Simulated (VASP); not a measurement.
Here is a VASP 6.6.1 calculation.

INCAR

```
SYSTEM = B
PREC     = Accurate       ! precision mode
ENCUT    = 520            ! plane-wave cutoff, eV
EDIFF    = 1E-6           ! SCF threshold, eV
ISMEAR   = -1             ! smearing method
SIGMA    = 0.02           ! smearing width, eV
LREAL    = .False.        ! projectors in reciprocal space
LASPH    = .True.         ! aspherical terms in the spheres
NELM     = 60             ! most SCF steps
ALGO     = Normal         ! electronic algorithm
ISIF     = 2              ! what is computed and relaxed
LWAVE    = .False.        ! write WAVECAR
LCHARG   = .False.        ! write CHGCAR
GGA      = PE             ! functional
NBANDS   = 30             ! bands
```

File KPOINTS:

```
Automatic mesh
0
Gamma
  6 6 6
  0 0 0
```

Contents of POSCAR:

```
B
1.0
    2.4493160251      1.4141132665      4.1821054498
   -2.4493160251      1.4141132665      4.1821054498
    0.0000000000     -2.8282265329      4.1821054498
B
12
Direct
    0.0102798215      0.6540682275      0.0102798215
    0.0102798215      0.0102798215      0.6540682275
    0.6540682275      0.0102798215      0.0102798215
    0.3459317725      0.9897201785      0.9897201785
    0.9897201785      0.3459317725      0.9897201785
    0.9897201785      0.9897201785      0.3459317725
    0.2210320958      0.6306173508      0.2210320958
    0.2210320958      0.2210320958      0.6306173508
    0.6306173508      0.2210320958      0.2210320958
    0.3693826492      0.7789679042      0.7789679042
    0.7789679042      0.3693826492      0.7789679042
    0.7789679042      0.7789679042      0.3693826492
```

Potentials or basis: VASP PAW PBE potentials, release 64 (B).

Run with:

```sh
$ cat potpaw_PBE.64/B/POTCAR > POTCAR
$ mpirun -np 1 vasp_std > vasp.out
```

(1) Predict the largest force.

(2) What does it give for the pressure?

Results:

(1) 0.013 eV/Å.

(2) 0.1 GPa.
